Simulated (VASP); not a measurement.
Input of a VASP 6.6.1 run:

Contents of POSCAR:

```
Se
1.0
    2.8215461126      0.0000000000      0.0000000000
    0.0000000000      2.8215461126      0.0000000000
    0.0000000000      0.0000000000      2.8215461126
Se
1
Direct
    0.0000000000      0.0000000000      0.0000000000
```

File INCAR.step1:

```
SYSTEM = Se
PREC = Accurate
ENCUT = 600
ISMEAR = -1
SIGMA = 0.02
LREAL = .False.
LASPH = .True.
NELM = 60
GGA = PE
ALGO = Normal
EDIFF = 1E-4
LWAVE = .True.
LCHARG = .False.
```

INCAR.step2

```
SYSTEM = Se
PREC = Accurate
ENCUT = 600
EDIFF = 1E-6
ISMEAR = -1
SIGMA = 0.02
LREAL = .False.
LASPH = .True.
NELM = 60
ALGO = Normal
ISIF = 3
LWAVE = .False.
LCHARG = .False.
METAGGA = R2SCAN
LMIXTAU = .True.
IBRION = 2
NSW = 80
EDIFFG = -0.02
ISTART = 1
```

The input KPOINTS:

```
regular mesh
0
Gamma
  8 8 8
  0 0 0
```

Potentials or basis: VASP PAW PBE potentials, release 64 (Se).

The run is started by

```console
$ cat potpaw_PBE.64/Se/POTCAR > POTCAR
$ cp INCAR.step1 INCAR
$ mpirun -np 1 vasp_std > vasp.out
$ cp INCAR.step2 INCAR
$ mpirun -np 1 vasp_std > vasp.out
```

(1) Estimate the band gap on the k mesh.

## Answers

(1) zero (bands 3 and 4 overlap by 6.55 eV).

Caveat: the relaxation stopped at its first step, so nothing moved.
